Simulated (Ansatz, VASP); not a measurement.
**One calculation of Co, two programs**

```
Co
1.0
     0.00000    3.20688    3.20688
     3.20688    0.00000    3.20688
     3.20688    3.20688    0.00000
Co
6
Direct
  0.25000 0.25000 0.25000
  0.00000 0.00000 0.00000
  0.62500 0.62500 0.12500
  0.62500 0.12500 0.62500
  0.12500 0.62500 0.62500
  0.62500 0.62500 0.62500
```

Alike in both runs: functional PBEsol; k mesh 10 × 10 × 10; occupations gaussian, width 0.1 eV; collinear spin.

Ansatz relaxed the structure, and its values are those at the end. VASP's run is a single point on that final structure, the one shown.

|  | VASP | Ansatz |
| --- | --- | --- |
| version | VASP 6.6.1 | Ansatz 0.2.0 |
| potentials or method | VASP PAW PBE potentials, release 64 (Co), cutoff 520 eV | scalar-relativistic, plane waves, PAW |
| valence electrons in the cell | 54 | 102 |

Ansatz gave:

```
gap on the k mesh at the Fermi level (eV)                     : none
pressure (GPa)                                                : 0.0
net moment per atom (μB)                                      : 1.72
size of the moment on the site where the two differ most (μB) : 1.75
```

Question: What did VASP give for the same quantities?

Answer: gap on the k mesh at the Fermi level (eV): none; pressure (GPa): -0.9; net moment per atom (μB): 1.71; size of the moment on the site where the two differ most (μB): 1.69.

VASP's potentials were made for PBE, not for PBEsol. Site moments also hang on the region over which each program counts them. A gap of «none» marks a metal or a gap that the smearing closes. VASP's potentials hold 54 valence electrons a cell and Ansatz's 102, so a difference there can come from the potentials and not from the codes.
